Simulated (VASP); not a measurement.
Set up this calculation in VASP 6.6.1, as the native input.

| Item | Value |
| --- | --- |
| Task | single point |
| Functional | PBE |
| Potentials or basis | VASP PAW PBE potentials, release 64 (Cs_sv) |
| Cutoff | 520 eV |
| k mesh | 9 × 9 × 4 |
| Occupations | gaussian, width 0.1 eV |
| Spin | no spin polarisation |
| Dipole correction | no |
| Further INCAR settings | ALGO = Normal; EDIFF = 1e-06; NBANDS = 26 |

The structure of Cs lies in POSCAR:

```
Cs
1.0
    5.6358720400      0.0000000000      0.0000000000
   -2.8179360201      4.8808083592      0.0000000000
    0.0000000000      0.0000000000     19.0322149974
Cs
4
Direct
    0.0000000000      0.0000000000      0.0000000000
    0.3333333300      0.6666666700      0.2500000000
    0.0000000000      0.0000000000      0.5000000000
    0.6666666700      0.3333333300      0.7500000000
```

This cell differs from its parent crystal: functional PBE, strained.

One way to write it, as run:

INCAR

```
SYSTEM = Cs
PREC = Accurate ; ENCUT = 520
EDIFF = 1E-6 ; ISMEAR = 0
SIGMA = 0.1 ; LREAL = .FALSE.
LASPH = .TRUE. ; NELM = 100
ALGO = Normal ; ISIF = 2
LWAVE = .FALSE. ; LCHARG = .FALSE.
GGA = PE ; NBANDS = 26
```

KPOINTS

```
Automatic mesh
0
G
  9 9 4
  0 0 0
```

Potentials or basis: VASP PAW PBE potentials, release 64 (Cs_sv).

Command:

```bash
$ cat potpaw_PBE.64/Cs_sv/POTCAR > POTCAR
$ mpirun -np 1 vasp_std > vasp.out
```

It gave:

```
Pressure               : -0.2 GPa
Band gap on the k mesh : zero (band 18 reaches 0.82 eV, above the bottom of band 19 at -0.88 eV)
```

Caveat: the cell differs from its parent crystal (functional PBE, strained); spin-orbit coupling is left out, which moves the levels of the heavy elements.

It took 3.7 min on 1 thread of Intel(R) Xeon(R) 6975P-C (Granite Rapids) (shared host), peak memory 0.75 GiB.
